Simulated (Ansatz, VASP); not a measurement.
## One calculation of Cu, two programs

```xyz
1
Lattice="-1.4809 1.4809 1.2740 1.4809 -1.4809 1.2740 1.4809 1.4809 -1.2740" Properties=species:S:1:pos:R:3 pbc="T T T"
Cu    0.0000    0.0000    0.0000
```

Alike in both runs: task single point; functional LDA; k mesh 22 × 22 × 22; occupations gaussian, width 0.15 eV; no spin polarisation.

```csv
,VASP,Ansatz
version,VASP 6.6.1,Ansatz 0.2.0
potentials or method,"VASP PAW LDA potentials, release 64 (Cu), cutoff 520 eV","scalar-relativistic, plane waves, PAW"
valence electrons in the cell,11,19
```

```csv
,VASP,Ansatz,Ansatz less VASP
gap on the k mesh at the Fermi level (eV),none,none,-
pressure (GPa),-2.4,-3.3,-0.89
"traceless stress, the component that is largest in VASP (GPa)",2.46,2.41,-0.051
```

Ansatz warns that its potentials were made for another functional, while VASP's fit it. LDA's correlation is that of Perdew and Zunger in VASP and of Perdew and Wang (1992) in Ansatz. A gap of «none» marks a metal or a gap that the smearing closes. VASP's potentials hold 11 valence electrons a cell and Ansatz's 19, so a difference there can come from the potentials and not from the codes.
